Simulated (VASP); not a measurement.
Input of a VASP 6.6.1 run:

INCAR

```
SYSTEM = Be2C
PREC     = Accurate       ! precision mode
ENCUT    = 600            ! plane-wave cutoff, eV
EDIFF    = 1E-6           ! SCF threshold, eV
ISMEAR   = 0              ! smearing method
SIGMA    = 0.01           ! smearing width, eV
LREAL    = .FALSE.        ! projectors in reciprocal space
LASPH    = .TRUE.         ! aspherical terms in the spheres
NELM     = 120            ! most SCF steps
ALGO     = Normal         ! electronic algorithm
ISIF     = 2              ! what is computed and relaxed
LWAVE    = .FALSE.        ! write WAVECAR
LCHARG   = .TRUE.         ! write CHGCAR
GGA      = PE             ! functional
LELF     = .TRUE.         ! ELF
LVHAR    = .TRUE.       
NBANDS   = 11             ! bands
GGA_COMPAT= .FALSE.
```

Contents of KPOINTS:

```
Automatic mesh
0
G
  8 8 8
  0 0 0
```

File POSCAR:

```
Be2C
1.0
    0.0000000000      2.1200110180      2.1200110180
    2.1200110180      0.0000000000      2.1200110180
    2.1200110180      2.1200110180      0.0000000000
C Be
1 2
Direct
    0.0000000000      0.0000000000      0.0000000000
    0.2500000000      0.2500000000      0.2500000000
    0.7500000000      0.7500000000      0.7500000000
```

Potentials or basis: VASP PAW PBE potentials, release 64 (C, Be).

Run with:

```sh
$ cat potpaw_PBE.64/C/POTCAR potpaw_PBE.64/Be/POTCAR > POTCAR
$ mpirun -np 1 vasp_std > vasp.out
```

Estimate the pressure.

14.2 GPa.

What does it give for the band gap on the k mesh?

1.18 eV, indirect (least direct gap 4.24 eV).

 A k mesh can miss the band edges.
